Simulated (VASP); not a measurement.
Crystal: Si3C.

```
CELL_PARAMETERS angstrom
2.74344 0.00000 0.00000
0.00000 2.74344 0.00000
0.00000 0.00000 7.75961
ATOMIC_POSITIONS crystal
Si 0.50000 0.50000 0.25000
Si 0.00000 0.00000 0.50000
Si 0.50000 0.50000 0.75000
C 0.00000 0.00000 0.00000
```

| Quantity | Value |
| --- | --- |
| Program | VASP 6.6.1 |
| Task | relaxation of cell and atoms |
| Functional | PBE |
| Potentials or basis | VASP PAW PBE potentials, release 64 (Si, C) |
| Cutoff | 600 eV |
| k mesh | 6 × 6 × 2 |
| Occupations | gaussian, width 0.1 eV |
| Spin | no spin polarisation |

At the start: pressure -10.6 GPa; volume 14.60 Å³/atom.

Task: How do energy, volume and symmetry change on relaxing?

Result: Over 20 steps the energy falls by 480.3 meV/atom and the volume is 11.69 Å³/atom (-19.9 %); space group P4/mmm (No. 123, to 0.1 Å) before and after.

The path:
| step | energy change (eV) | largest force (eV/Å) | pressure (GPa) | volume (Å³) |
| --- | --- | --- | --- | --- |
| 1 | 0.0000 | 1.0342 | -10.64 | 58.40 |
| 2 | -0.6309 | 1.4561 | -3.20 | 50.54 |
| 3 | -0.8017 | 2.3112 | 12.12 | 43.68 |
| 4 | -1.0836 | 2.1002 | 13.93 | 42.21 |
| 5 | -0.9607 | 1.8598 | 41.34 | 37.82 |
| 6 | -1.1339 | 1.7705 | 20.03 | 40.95 |
| 7 | -1.2243 | 1.4387 | 23.66 | 40.08 |
| 8 | -1.2332 | 0.6309 | 30.54 | 38.96 |
| 9 | -1.6025 | 1.7624 | 18.68 | 41.69 |
| 10 | -1.6024 | 1.7808 | 18.62 | 41.72 |
| 11 | -1.8737 | 0.4489 | 5.13 | 44.52 |
| 12 | -1.9032 | 0.2498 | 0.44 | 46.13 |
| 13 | -1.9037 | 0.1677 | 0.98 | 45.94 |
| 14 | -1.9106 | 0.0365 | 0.64 | 46.18 |
| 15 | -1.9138 | 0.2096 | 0.21 | 46.44 |
| 16 | -1.9139 | 0.2306 | 0.14 | 46.48 |
| 17 | -1.9165 | 0.1928 | -0.12 | 46.61 |
| 18 | -1.9196 | 0.1018 | -0.66 | 46.94 |
| 19 | -1.9198 | 0.0649 | -0.83 | 47.05 |
| 20 | -1.9211 | 0.0253 | -0.16 | 46.76 |

Final structure:
```
CELL_PARAMETERS angstrom
2.83862 0.00000 0.00000
0.00000 2.83862 0.00000
0.00000 0.00000 5.80306
ATOMIC_POSITIONS crystal
Si 0.50000 0.50000 0.20263
Si 0.00000 0.00000 0.50000
Si 0.50000 0.50000 0.79737
C 0.00000 0.00000 0.00000
```

Caveat: the k points lie up to 0.54 Å⁻¹ apart in the final cell; the volume moved by over 15 % at a fixed basis, so the end points are rough; the highest band is partly filled, so the run has too few bands.
